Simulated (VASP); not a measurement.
# ZnAu (Pm-3m) in VASP: further runs

ZnAu is run at these levels: PBEsol; tasks: single point.

Program: VASP 6.6.1. These are calculated values, not measurements. Logs are shortened: lines on timing, memory, paths and dates and some standing lists are left out, and cuts for length are marked.

## 1. The cell of the first run

Symmetry: Pm-3m, No. 221, cubic system. The conventional cell has a = 3.086 Å, b = 3.086 Å, c = 3.086 Å, α = 90.00°, β = 90.00°, γ = 90.00°. Within 3.5 Å of Zn (site symmetry m-3m) lie 8 Au at 2.67 Å and 6 Zn at 3.09 Å. Within 3.5 Å of Au (site symmetry m-3m) lie 8 Zn at 2.67 Å and 6 Au at 3.09 Å.

## 2. Single point, PBEsol (14.70 Å³/atom)

File INCAR:

```
SYSTEM = ZnAu
PREC = Accurate
ENCUT = 520
EDIFF = 1E-6
ISMEAR = -1
SIGMA = 0.05
LREAL = .FALSE.
LASPH = .TRUE.
NELM = 80
ALGO = Normal
ISIF = 2
LWAVE = .FALSE.
LCHARG = .FALSE.
GGA = PS
NBANDS = 18
```

File KPOINTS:

```
Automatic mesh
0
G
  13 13 13
  0 0 0
```

File POSCAR:

```
ZnAu
1.0
    3.0862947019      0.0000000000      0.0000000000
    0.0000000000      3.0862947019      0.0000000000
    0.0000000000      0.0000000000      3.0862947019
Zn Au
1 1
Direct
    0.5000000000      0.5000000000      0.5000000000
    0.0000000000      0.0000000000      0.0000000000
```

Potentials or basis: VASP PAW PBE potentials, release 64 (Zn, Au).

Run with:

```
cat potpaw_PBE.64/Zn/POTCAR potpaw_PBE.64/Au/POTCAR > POTCAR
mpirun -np 1 vasp_std > vasp.out
```

OUTCAR:

```text
SYSTEM = ZnAu
   PREC = Accurate
   ENCUT = 520
   EDIFF = 1E-6
   ISMEAR = -1
   LREAL = .FALSE.
   LASPH = .TRUE.
   NELM = 80
   ISIF = 2
   GGA = PS

 ion  position               nearest neighbor table
   1  0.500  0.500  0.500-   2 2.67   2 2.67   2 2.67   2 2.67   2 2.67   2 2.67   2 2.67   2 2.67

   2  0.000  0.000  0.000-   1 2.67   1 2.67   1 2.67   1 2.67   1 2.67   1 2.67   1 2.67   1 2.67

  LATTYP: Found a simple cubic cell.
 ALAT       =     3.0862947019

  Lattice vectors:

 A1 = (   3.0862947019,   0.0000000000,   0.0000000000)
 A2 = (   0.0000000000,   3.0862947019,   0.0000000000)
 A3 = (   0.0000000000,   0.0000000000,   3.0862947019)

Analysis of symmetry for initial positions (statically):
=====================================================================
 Subroutine PRICEL returns:
 Original cell was already a primitive cell.

 Routine SETGRP: Setting up the symmetry group for a
 simple cubic supercell.

 Subroutine GETGRP returns: Found 48 space group operations
 (whereof 48 operations were pure point group operations)
 out of a pool of 48 trial point group operations.

The static configuration has the point symmetry O_h .

Analysis of symmetry for dynamics (positions and initial velocities):
=====================================================================
 Subroutine PRICEL returns:
 Original cell was already a primitive cell.

 Routine SETGRP: Setting up the symmetry group for a
 simple cubic supercell.

 Subroutine GETGRP returns: Found 48 space group operations
 (whereof 48 operations were pure point group operations)
 out of a pool of 48 trial point group operations.

The dynamic configuration has the point symmetry O_h .

 Subroutine INISYM returns: Found 48 space group operations
 (whereof 48 operations are pure point group operations),
 and found     1 'primitive' translations

----------------------------------------------------------------------------------------

                                     Primitive cell

  volume of cell :      29.3976

  direct lattice vectors                    reciprocal lattice vectors
     3.086294702  0.000000000  0.000000000     0.324013128  0.000000000  0.000000000
     0.000000000  3.086294702  0.000000000     0.000000000  0.324013128  0.000000000
     0.000000000  0.000000000  3.086294702     0.000000000  0.000000000  0.324013128

  length of vectors
[... 78 lines left out ...]
   LSORBIT =      F    spin-orbit coupling
   LASPH  =      T    aspherical Exc in radial PAW
   ENCUT  =  520.0 eV  38.22 Ry    6.18 a.u.   5.74  5.74  5.74*2*pi/ulx,y,z
   NELM   =     80;   NELMIN=  2; NELMDL= -5     # of ELM steps
   EDIFF  = 0.1E-05   stopping-criterion for ELM
   LREAL  =      F    real-space projection
   EDIFFG = 0.1E-04   stopping-criterion for IOM
   NSW    =      0    number of steps for IOM
   IBRION =     -1    ionic relax: 0-MD 1-quasi-New 2-CG
   NFREE  =      0    steps in history (QN), initial steepest desc. (CG)
   ISIF   =      2    stress and relaxation
   ISYM   =      2    0-nonsym 1-usesym 2-fastsym
   POTIM  = 0.5000    time-step for ionic-motion
   TEBEG  =    0.0;   TEEND  =   0.0 temperature during run
   PSTRESS=    0.0 pullay stress
   NELECT =      23.0000    total number of electrons
   NUPDOWN=      -1.0000    fix difference up-down
   EMIN   =  10.00;   EMAX   =-10.00  energy-range for DOS
   EFERMI =   0.00;   METHOD = LEGACY
   ISMEAR =    -1;   SIGMA  =   0.05  broadening in eV -4-tet -1-fermi 0-gaus
   EFERMI_NEDOS =   21; number of points for ismear=-14 and -15
   IALGO  =     38    algorithm
   IMIX   =      4    mixing-type and parameters
     AMIX     =   0.40;   BMIX     =  1.00
     AMIX_MAG =   1.60;   BMIX_MAG =  1.00
  volume/ion in A,a.u.               =      14.70        99.19
  Fermi-wavevector in a.u.,A,eV,Ry     =   1.508505  2.850661 30.961240  2.275587
  Thomas-Fermi vector in A             =   2.618950
   LORBIT       =      0    0 simple, 1 ext, 2 COOP (PROOUT), +10 PAW based schemes
   GGA     = PS    functional components
   LHFCALC =     F    Hartree Fock is set to
   AEXX    =    0.0000 exact exchange contribution
   IVDW    =     0    specifies the selected vdW correction
   LEPSILON=     F    determine dielectric tensor
   LRPA    =     F    only Hartree local field effects (RPA)
 non-spin polarized calculation
  energy-cutoff  :      520.00
  volume of cell :       29.40
 maximum number of plane-waves:       812
 NGX is ok and might be reduce to    24
   NGX = 11   NGY = 11   NGZ = 11

 number of electron      22.9999967 magnetization

 Free energy of the ion-electron system (eV)
  ---------------------------------------------------
  ext. energy  EPLUGINS =         0.00000000
  ---------------------------------------------------
  free energy    TOTEN  =        -5.92760397 eV

  energy without entropy =       -5.92157443  energy(sigma->0) =       -5.92458920

 E-fermi :   7.7337     XC(G=0): -12.8715

 val. band max:        7.6667835811   @ k =   0.4615   0.3846   0.2308
 cond. band min:       7.7692828202   @ k =   0.3846   0.3077   0.1538
 fundamental gap:      0.1024992390
 Fermi energy:         7.7336632583

 k-point     1 :       0.0000    0.0000    0.0000
  band No.  band energies     occupation
      1      -3.5706      2.00000
      2      -0.7624      2.00000
      3      -0.7624      2.00000
      4       0.0921      2.00000
      5       0.0921      2.00000
      6       0.0921      2.00000
[... 481 lines left out ...]
      5       0.2182      2.00000
      6       0.8734      2.00000
[... 10 lines left out ...]
     17      21.8188      0.00000
     18      22.3204      0.00000

 [... further k-points ...]

------------------------ aborting loop because EDIFF is reached ----------------------------------------

  FORCE on cell =-STRESS in cart. coord.  units (eV):
  Direction    XX          YY          ZZ          XY          YZ          ZX
  --------------------------------------------------------------------------------------
  -------------------------------------------------------------------------------------
  Total        1.2254258      1.2254258      1.2254258     -0.0000000      0.0000000     -0.0000000
  in kB       66.7859966     66.7859966     66.7859966     -0.0000000      0.0000000     -0.0000000
  external PRESSURE =      66.7859966 kB  Pullay stress =       0.0000000 kB

 VOLUME and BASIS-vectors are now :
 -----------------------------------------------------------------------------
  energy-cutoff  :      520.00
  volume of cell :       29.40
      direct lattice vectors                 reciprocal lattice vectors
     3.086294702  0.000000000  0.000000000     0.324013128  0.000000000  0.000000000
     0.000000000  3.086294702  0.000000000     0.000000000  0.324013128  0.000000000
     0.000000000  0.000000000  3.086294702     0.000000000  0.000000000  0.324013128

 POSITION                                       TOTAL-FORCE (eV/Angst)
 -----------------------------------------------------------------------------------
      1.54315      1.54315      1.54315         0.000000      0.000000      0.000000
      0.00000      0.00000      0.00000         0.000000      0.000000      0.000000
 -----------------------------------------------------------------------------------
    total drift:                                0.000000      0.000000     -0.000000

  FREE ENERGIE OF THE ION-ELECTRON SYSTEM (eV)
  ---------------------------------------------------
  free  energy   TOTEN  =        -5.9276039715 eV

  energy  without entropy=       -5.9215744281  energy(sigma->0) =       -5.92458920
```

Wall time 46 s (1 thread of Intel Xeon 8259CL, shared host); peak memory 0.17 GiB.

Results:

```yaml
Free_energy: -5.9276 eV
Pressure: 6.7 GPa
Band_gap_on_the_k_mesh: zero (an odd number of electrons rules out a gap without spin polarisation)
```

Levels at points of the mesh, in eV from the Fermi level:
```csv
k point,band 7,band 8,band 9,band 10,band 11,band 12,band 13,band 14,band 15,band 16
"(0.00, 0.00, 0.00)",-5.71,-5.71,-3.90,-3.90,-3.90,4.96,4.96,4.96,9.50,12.48
```

Caveat: the cell stands under pressure; the PAW data sets were made with another functional, which shifts forces and pressure a little; spin-orbit coupling is left out, which moves the levels of the heavy elements.

## 3. Single point, PBEsol (15.16 Å³/atom)

This run uses another cell than the first one, of 15.16 Å³/atom.

File INCAR:

```
SYSTEM = ZnAu
ALGO = Normal
EDIFF = 1E-6
ENCUT = 520
GGA = PS
ISIF = 2
ISMEAR = -1
LASPH = .TRUE.
LCHARG = .FALSE.
LREAL = .FALSE.
LWAVE = .FALSE.
NBANDS = 18
NELM = 60
PREC = Accurate
SIGMA = 0.05
```

File KPOINTS:

```
k-points
0
G
  13 13 13
  0 0 0
```

File POSCAR:

```
ZnAu
1.0
    3.1182316222      0.0000000000      0.0000000000
    0.0000000000      3.1182316222      0.0000000000
    0.0000000000      0.0000000000      3.1182316222
Zn Au
1 1
Direct
    0.5000000000      0.5000000000      0.5000000000
    0.0000000000      0.0000000000      0.0000000000
```

Potentials or basis: VASP PAW PBE potentials, release 64 (Zn, Au).

Run with:

```
cat potpaw_PBE.64/Zn/POTCAR potpaw_PBE.64/Au/POTCAR > POTCAR
mpirun -np 1 vasp_std > vasp.out
```

Wall time 47 s (1 thread of Intel Xeon 8259CL, shared host); peak memory 0.17 GiB.

The run converged. Its results:

- Free energy: -5.9516 eV
- Pressure: 1.6 GPa
- Band gap on the k mesh: zero (an odd number of electrons rules out a gap without spin polarisation)

Levels at points of the mesh, in eV from the Fermi level:
```csv
k point,band 9,band 10,band 11,band 12,band 13,band 14
"(0.00, 0.00, 0.00)",-3.83,-3.83,-3.83,4.94,4.94,4.94
```

Caveat: the PAW data sets were made with another functional, which shifts forces and pressure a little; spin-orbit coupling is left out, which moves the levels of the heavy elements.
